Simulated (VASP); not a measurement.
Here is a VASP 6.6.1 calculation.

File INCAR:

```
  PREC = Accurate
  ENCUT = 520
  EDIFF = 1E-7
  ISMEAR = -1
  SIGMA = 0.02
  LREAL = False
  LASPH = True
  NELM = 100
  ALGO = Normal
  ISIF = 2
  LWAVE = False
  LCHARG = True
  GGA = PE
  LELF = True
  LVHAR = True
  NBANDS = 17
```

Contents of KPOINTS:

```
regular mesh
0
Gamma
  6 6 6
```

POSCAR

```
TePb
1.0
    3.9750063982      0.0000000000      0.0000000000
    0.0000000000      3.9750063982      0.0000000000
    0.0000000000      0.0000000000      3.9750063982
Pb Te
1 1
Direct
    0.0000000000      0.0000000000      0.0000000000
    0.5000000000      0.5000000000      0.5000000000
```

Potentials or basis: VASP PAW PBE potentials, release 64 (Pb_d, Te).

The run is started by

```console
$ cat potpaw_PBE.64/Pb_d/POTCAR potpaw_PBE.64/Te/POTCAR > POTCAR
$ mpirun -np 1 vasp_std > vasp.out
```

Problem. Estimate the pressure.

Solution. 0.4 GPa.

Problem. Predict the band gap on the k mesh.

Solution. Zero (band 10 reaches 6.83 eV, above the bottom of band 11 at 5.53 eV).

Caveat: spin-orbit coupling is left out, which moves the levels of the heavy elements.
